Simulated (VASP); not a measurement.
# Si in VASP: a series of runs

Runs on Si. Level: PBE. Tasks: single point.

All numbers are computed with VASP 6.6.1; they aren't measurements. Logs are shortened: lines on timing, memory, paths and dates and some standing lists are left out, and cuts for length are marked.

## (1) The cell of the first run

It takes space group I4/mmm (No. 139, tetragonal). The conventional cell has a = 6.636 Å, b = 6.636 Å, c = 3.829 Å, α = 90.00°, β = 90.00°, γ = 90.00°. Si (site symmetry m2m) has 4 Si at 2.34 to 2.37 Å within 3.1 Å.

## (2) Single point, PBE

The input, INCAR:

```
SYSTEM = Si
PREC = Accurate
ENCUT = 520
EDIFF = 1E-7
ISMEAR = 0
SIGMA = 0.05
LREAL = .False.
LASPH = .True.
NELM = 80
ALGO = Normal
ISIF = 2
LWAVE = .False.
LCHARG = .False.
GGA = PE
NBANDS = 16
```

The input, KPOINTS:

```
Automatic mesh
0
Gamma
  10 10 10
  0 0 0
```

The input, POSCAR:

```
Si
1.0
   -3.3178148769      3.3178148769      1.9143955111
    3.3178148769     -3.3178148769      1.9143955111
    3.3178148769      3.3178148769     -1.9143955111
Si
4
Direct
    0.1786105076      0.1786105076      0.3572210152
    0.8213894924      0.8213894924      0.6427789848
    0.1786105076      0.8213894924      0.0000000000
    0.8213894924      0.1786105076      0.0000000000
```

Potentials or basis: VASP PAW PBE potentials, release 64 (Si).

The run is started by

```bash
> cat potpaw_PBE.64/Si/POTCAR > POTCAR
> mpirun -np 1 vasp_std > vasp.out
```

OUTCAR:

```text
SYSTEM = Si
   PREC = Accurate
   ENCUT = 520
   EDIFF = 1E-7
   ISMEAR = 0
   LREAL = .False.
   LASPH = .True.
   NELM = 80
   ISIF = 2
   GGA = PE

 ion  position               nearest neighbor table
   1  0.179  0.179  0.357-   2 2.34   2 2.34   3 2.37   4 2.37
   2  0.821  0.821  0.643-   1 2.34   1 2.34   4 2.37   3 2.37
   3  0.179  0.821  0.000-   4 2.34   4 2.34   2 2.37   1 2.37
   4  0.821  0.179  0.000-   3 2.34   3 2.34   2 2.37   1 2.37

  LATTYP: Found a body centered tetragonal cell.
 ALAT       =     6.6356297538
 C/A-ratio  =     0.5770049210

  Lattice vectors:

 A1 = (  -3.3178148769,   3.3178148769,   1.9143955111)
 A2 = (   3.3178148769,  -3.3178148769,   1.9143955111)
 A3 = (   3.3178148769,   3.3178148769,  -1.9143955111)

Analysis of symmetry for initial positions (statically):
=====================================================================
 Subroutine PRICEL returns:
 Original cell was already a primitive cell.

 Routine SETGRP: Setting up the symmetry group for a
 body centered tetragonal supercell.

 Subroutine GETGRP returns: Found 16 space group operations
 (whereof 16 operations were pure point group operations)
 out of a pool of 16 trial point group operations.

The static configuration has the point symmetry D_4h.

Analysis of symmetry for dynamics (positions and initial velocities):
=====================================================================
 Subroutine PRICEL returns:
 Original cell was already a primitive cell.

 Routine SETGRP: Setting up the symmetry group for a
 body centered tetragonal supercell.

 Subroutine GETGRP returns: Found 16 space group operations
 (whereof 16 operations were pure point group operations)
 out of a pool of 16 trial point group operations.

The dynamic configuration has the point symmetry D_4h.

 Subroutine INISYM returns: Found 16 space group operations
 (whereof 16 operations are pure point group operations),
 and found     1 'primitive' translations

----------------------------------------------------------------------------------------

                                     Primitive cell

  volume of cell :      84.2939

  direct lattice vectors                    reciprocal lattice vectors
    -3.317814877  3.317814877  1.914395511     0.000000000  0.150701597  0.261179050
     3.317814877 -3.317814877  1.914395511     0.150701597  0.000000000  0.261179050
     3.317814877  3.317814877 -1.914395511     0.150701597  0.150701597  0.000000000

  length of vectors
     5.067612977  5.067612977  5.067612977     0.301538500  0.301538500  0.213124242

  position of ions in fractional coordinates (direct lattice)
     0.178610508  0.178610508  0.357221015
     0.821389492  0.821389492  0.642778985
     0.178610508  0.821389492  0.000000000
     0.821389492  0.178610508  0.000000000

  ion indices of the primitive-cell ions
   primitive index   ion index
                 1           1
                 2           2
                 3           3
                 4           4

----------------------------------------------------------------------------------------

 KPOINTS: Automatic mesh

Automatic generation of k-mesh.
 Grid dimensions read from file:
 generate k-points for:   10   10   10

 Generating k-lattice:

  Cartesian coordinates                     Fractional coordinates (reciprocal lattice)
     0.000000000  0.015070160  0.026117905     0.100000000  0.000000000  0.000000000
     0.015070160  0.000000000  0.026117905     0.000000000  0.100000000  0.000000000
     0.015070160  0.015070160  0.000000000     0.000000000  0.000000000  0.100000000

  Length of vectors
     0.030153850  0.030153850  0.021312424

  Shift w.r.t. Gamma in fractional coordinates (k-lattice)
     0.000000000  0.000000000  0.000000000

 Subroutine IBZKPT returns following result:
 ===========================================

 Found    102 irreducible k-points:

 Following reciprocal coordinates:
            Coordinates               Weight
  0.000000  0.000000  0.000000      1.000000
  0.100000  0.000000  0.000000      8.000000
  0.200000  0.000000  0.000000      8.000000
  0.300000  0.000000 -0.000000      8.000000
  0.400000  0.000000  0.000000      8.000000
  0.500000  0.000000  0.000000      4.000000
[... 16 lines left out ...]
  0.300000  0.300000 -0.000000      8.000000
  0.400000  0.300000 -0.000000     16.000000
 [... further k-points ...]
   k-points           NKPTS =    102   k-points in BZ     NKDIM =    102   number of bands    NBANDS=     16
   number of dos      NEDOS =    301   number of ions     NIONS =      4
   total plane-waves  NPLWV =  64000
   dimension x,y,z NGX =    40 NGY =   40 NGZ =   40
   dimension x,y,z NGXF=    80 NGYF=   80 NGZF=   80
   ions per type =               4
   NGX,Y,Z   is equivalent  to a cutoff of  13.12, 13.12, 13.12 a.u.
   NGXF,Y,Z  is equivalent  to a cutoff of  26.24, 26.24, 26.24 a.u.
 SYSTEM =  Si
   PREC   = accura    normal or accurate (medium, high low for compatibility)
   ISTART =      0    job   : 0-new  1-cont  2-samecut
   ICHARG =      2    charge: 1-file 2-atom 10-const
   ISPIN  =      1    spin polarized calculation?
   LNONCOLLINEAR =      F non collinear calculations
   LSORBIT =      F    spin-orbit coupling
   LASPH  =      T    aspherical Exc in radial PAW
   ENCUT  =  520.0 eV  38.22 Ry    6.18 a.u.   9.42  9.42  9.42*2*pi/ulx,y,z
   NELM   =     80;   NELMIN=  2; NELMDL= -5     # of ELM steps
   EDIFF  = 0.1E-06   stopping-criterion for ELM
   LREAL  =      F    real-space projection
   EDIFFG = 0.1E-05   stopping-criterion for IOM
   NSW    =      0    number of steps for IOM
   IBRION =     -1    ionic relax: 0-MD 1-quasi-New 2-CG
   NFREE  =      0    steps in history (QN), initial steepest desc. (CG)
   ISIF   =      2    stress and relaxation
   ISYM   =      2    0-nonsym 1-usesym 2-fastsym
   POTIM  = 0.5000    time-step for ionic-motion
   TEBEG  =    0.0;   TEEND  =   0.0 temperature during run
   PSTRESS=    0.0 pullay stress
   NELECT =      16.0000    total number of electrons
   NUPDOWN=      -1.0000    fix difference up-down
   EMIN   =  10.00;   EMAX   =-10.00  energy-range for DOS
   EFERMI =   0.00;   METHOD = LEGACY
   ISMEAR =     0;   SIGMA  =   0.05  broadening in eV -4-tet -1-fermi 0-gaus
   EFERMI_NEDOS =   21; number of points for ismear=-14 and -15
   IALGO  =     38    algorithm
   IMIX   =      4    mixing-type and parameters
     AMIX     =   0.40;   BMIX     =  1.00
     AMIX_MAG =   1.60;   BMIX_MAG =  1.00
  volume/ion in A,a.u.               =      21.07       142.21
  Fermi-wavevector in a.u.,A,eV,Ry     =   0.940841  1.777931 12.043626  0.885182
  Thomas-Fermi vector in A             =   2.068293
   LORBIT       =      0    0 simple, 1 ext, 2 COOP (PROOUT), +10 PAW based schemes
   GGA     = PE    functional components
   LHFCALC =     F    Hartree Fock is set to
   AEXX    =    0.0000 exact exchange contribution
   IVDW    =     0    specifies the selected vdW correction
   LEPSILON=     F    determine dielectric tensor
   LRPA    =     F    only Hartree local field effects (RPA)
 non-spin polarized calculation
 Gauss-broadening in eV      SIGMA  =   0.05
  energy-cutoff  :      520.00
  volume of cell :       84.29
 maximum number of plane-waves:      2319
 NGX is ok and might be reduce to    40
   NGX = 19   NGY = 19   NGZ = 19

 number of electron      16.0000000 magnetization

 Free energy of the ion-electron system (eV)
  ---------------------------------------------------
  ext. energy  EPLUGINS =         0.00000000
  ---------------------------------------------------
  free energy    TOTEN  =       -21.28207289 eV

  energy without entropy =      -21.28207288  energy(sigma->0) =      -21.28207288

 E-fermi :   5.6873     XC(G=0):  -9.1158

 val. band max:        5.5267903818   @ k =   0.5000   0.5000   0.5000
 cond. band min:       5.8577384906   @ k =  -0.1000  -0.2000   0.1000
 fundamental gap:      0.3309481088
 Fermi energy:         5.6872605828

 k-point     1 :       0.0000    0.0000    0.0000
  band No.  band energies     occupation
      1      -6.5730      2.00000
      2      -2.3143      2.00000
      3      -0.0624      2.00000
      4      -0.0624      2.00000
      5       1.7330      2.00000
      6       4.0529      2.00000
[... 8 lines left out ...]
     15      11.0181      0.00000
     16      12.5121      0.00000

 k-point     2 :       0.1000    0.0000    0.0000
  band No.  band energies     occupation
      1      -6.4615      2.00000
      2      -2.3394      2.00000
      3      -0.2058      2.00000
      4       0.1012      2.00000
      5       1.8301      2.00000
      6       3.4303      2.00000
[... 8 lines left out ...]
     15      10.5474      0.00000
     16      13.0775      0.00000

 k-point     3 :       0.2000    0.0000    0.0000
  band No.  band energies     occupation
      1      -6.1328      2.00000
      2      -2.3537      2.00000
      3      -0.6189      2.00000
      4       0.3728      2.00000
      5       1.9766      2.00000
      6       2.3723      2.00000
[... 8 lines left out ...]
     15      10.8390      0.00000
     16      12.4425      0.00000

 k-point     4 :       0.3000    0.0000   -0.0000
  band No.  band energies     occupation
      1      -5.6104      2.00000
      2      -2.2737      2.00000
      3      -1.3307      2.00000
      4       0.1895      2.00000
      5       1.5577      2.00000
      6       2.0803      2.00000
[... 8 lines left out ...]
     15      11.8787      0.00000
     16      12.2412      0.00000
[... 324 lines left out ...]
 k-point    22 :      -0.2000    0.2000    0.0000
  band No.  band energies     occupation
      1      -6.3539      2.00000
      2      -3.1019      2.00000
      3       0.0006      2.00000
      4       0.1069      2.00000
      5       2.6775      2.00000
      6       3.8372      2.00000
[... 8 lines left out ...]
     15      11.4646      0.00000
     16      13.3033      0.00000

 k-point    23 :       0.3000    0.3000   -0.0000
  band No.  band energies     occupation
      1      -4.4951      2.00000
      2      -3.1028      2.00000
      3      -2.2752      2.00000
      4      -0.1587      2.00000
      5       1.0485      2.00000
      6       2.6826      2.00000
[... 8 lines left out ...]
     15      11.9961      0.00000
     16      13.4425      0.00000

 k-point    24 :       0.4000    0.3000   -0.0000
  band No.  band energies     occupation
      1      -4.8850      2.00000
      2      -3.6869      2.00000
      3      -1.5994      2.00000
      4       0.4777      2.00000
      5       1.3062      2.00000
      6       2.5394      2.00000
[... 8 lines left out ...]
     15      11.6776      0.00000
     16      12.4199      0.00000

 [... further k-points ...]

------------------------ aborting loop because EDIFF is reached ----------------------------------------

  FORCE on cell =-STRESS in cart. coord.  units (eV):
  Direction    XX          YY          ZZ          XY          YZ          ZX
  --------------------------------------------------------------------------------------
  -------------------------------------------------------------------------------------
  Total        1.0891220      1.0891220      1.1382185      0.0000000     -0.0000000     -0.0000000
  in kB       20.7009911     20.7009911     21.6341705      0.0000000     -0.0000000     -0.0000000
  external PRESSURE =      21.0120509 kB  Pullay stress =       0.0000000 kB

 VOLUME and BASIS-vectors are now :
 -----------------------------------------------------------------------------
  energy-cutoff  :      520.00
  volume of cell :       84.29
      direct lattice vectors                 reciprocal lattice vectors
    -3.317814877  3.317814877  1.914395511     0.000000000  0.150701597  0.261179050
     3.317814877 -3.317814877  1.914395511     0.150701597  0.000000000  0.261179050
     3.317814877  3.317814877 -1.914395511     0.150701597  0.150701597  0.000000000

 POSITION                                       TOTAL-FORCE (eV/Angst)
 -----------------------------------------------------------------------------------
      1.18519      1.18519      0.00000         0.025901      0.025901     -0.000000
      2.13262      2.13262      1.91440        -0.025901     -0.025901      0.000000
      2.13262     -2.13262      1.91440        -0.025901      0.025901      0.000000
     -2.13262      2.13262      1.91440         0.025901     -0.025901      0.000000
 -----------------------------------------------------------------------------------
    total drift:                               -0.000000     -0.000000      0.000000

  FREE ENERGIE OF THE ION-ELECTRON SYSTEM (eV)
  ---------------------------------------------------
  free  energy   TOTEN  =       -21.2820728855 eV

  energy  without entropy=      -21.2820728815  energy(sigma->0) =      -21.28207288
```

Wall time 2.7 min (1 thread of Intel Xeon 8259CL, shared host); peak memory 0.28 GiB.

Results:

```yaml
Free_energy: -21.2821 eV
Pressure: 2.1 GPa
Largest_force: 0.037 eV/Å
Band_gap_on_the_k_mesh: 0.33 eV (least direct gap 0.41 eV)
```

Forces on the atoms (eV/Å):
```
Si   0.026  0.026  0.000
Si  -0.026 -0.026  0.000
Si  -0.026  0.026  0.000
Si   0.026 -0.026  0.000
```

## (3) Single point, PBE (atoms displaced along a vibrational mode, the cell strained)

The input, INCAR:

```
SYSTEM = Si
  PREC = Accurate
  ENCUT = 520
  EDIFF = 1E-6
  ISMEAR = 0
  SIGMA = 0.05
  LREAL = .False.
  LASPH = .True.
  NELM = 100
  ALGO = Normal
  ISIF = 2
  LWAVE = .False.
  LCHARG = .True.
  GGA = PE
  LELF = .True.
  LVHAR = .True.
  NBANDS = 16
```

The input, KPOINTS:

```
regular mesh
0
Gamma
  10 10 10
  0 0 0
```

The input, POSCAR:

```
Si
1.0
   -3.3178148769      3.3178148769      1.9143955111
    3.3178148769     -3.3178148769      1.9143955111
    3.3178148769      3.3178148769     -1.9143955111
Si
4
Direct
    0.1664887805      0.1664887805      0.3572210152
    0.8092677652      0.8092677652      0.6427789848
    0.1907322348      0.8335112195      0.0000000000
    0.8335112195      0.1907322348      0.0000000000
```

Potentials or basis: VASP PAW PBE potentials, release 64 (Si).

The run is started by

```bash
> cat potpaw_PBE.64/Si/POTCAR > POTCAR
> mpirun -np 1 vasp_std > vasp.out
```

Run time: 2.2 min. Hardware: 1 thread of Intel Xeon 8259CL, shared host; peak memory 0.29 GiB.

Results (log left out):

```yaml
Free_energy: -21.2733 eV
Pressure: 2.0 GPa
Largest_force: 0.097 eV/Å
Band_gap_on_the_k_mesh: 0.32 eV (least direct gap 0.47 eV)
```

Forces on the atoms (eV/Å):
```
Si   0.012  0.012  0.095
Si  -0.012 -0.012  0.095
Si  -0.012  0.012 -0.095
Si   0.012 -0.012 -0.095
```

Stress tensor (GPa, compression positive):
```
1.96 0.00 0.00
0.00 1.96 0.00
0.00 0.00 2.14
```

Levels at points of the mesh, in eV from the valence-band top:
```tsv
k point	band 6	band 7	band 8	band 9	band 10	band 11
(0.00, 0.00, 0.00)	-1.48	-1.48	-0.56	1.42	1.62	1.62
(0.50, 0.00, 0.00)	-3.52	-2.39	-1.44	0.84	2.38	3.02
(0.50, 0.50, 0.00)	-2.00	-1.90	-1.62	1.64	1.93	1.97
(0.50, 0.50, 0.50)	-0.27	0.00	0.00	0.47	3.31	3.49
```

Caveat: the cell differs from its parent crystal (atoms displaced along a vibrational mode, the cell strained). A k mesh can miss the band edges.
